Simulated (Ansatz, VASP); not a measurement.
**Ni: VASP beside Ansatz**

```
Ni
1.0
     2.33198    0.00000    0.00000
     0.00000    2.33198    0.00000
     0.00000    0.00000    2.33479
Ni
1
Direct
  0.00000 0.00000 0.00000
```

Alike in both runs: functional PBE; k mesh 8 × 8 × 8; occupations gaussian, width 0.1 eV; collinear spin.

Ansatz relaxed the structure, and its values are those at the end. VASP's run is a single point on that final structure, the one shown.

|  | VASP | Ansatz |
| --- | --- | --- |
| version | VASP 6.6.1 | Ansatz 0.2.0 |
| potentials or method | VASP PAW PBE potentials, release 64 (Ni), cutoff 520 eV | scalar-relativistic, plane waves, PAW |
| valence electrons in the cell | 10 | 18 |

|  | VASP | Ansatz | Ansatz less VASP |
| --- | --- | --- | --- |
| gap on the k mesh at the Fermi level (eV) | none | none | - |
| pressure (GPa) | 0.1 | 0.2 | +0.12 |
| net moment per atom (μB) | 0.70 | 0.71 | +0.008 |
| size of the moment on the site where the two differ most (μB) | 0.70 | 0.72 | +0.018 |

Site moments also hang on the region over which each program counts them. A gap of «none» marks a metal or a gap that the smearing closes. The functional is the same, so the differences come from potentials, cutoffs and numerics. VASP's potentials hold 10 valence electrons a cell and Ansatz's 18, so a difference there can come from the potentials and not from the codes.
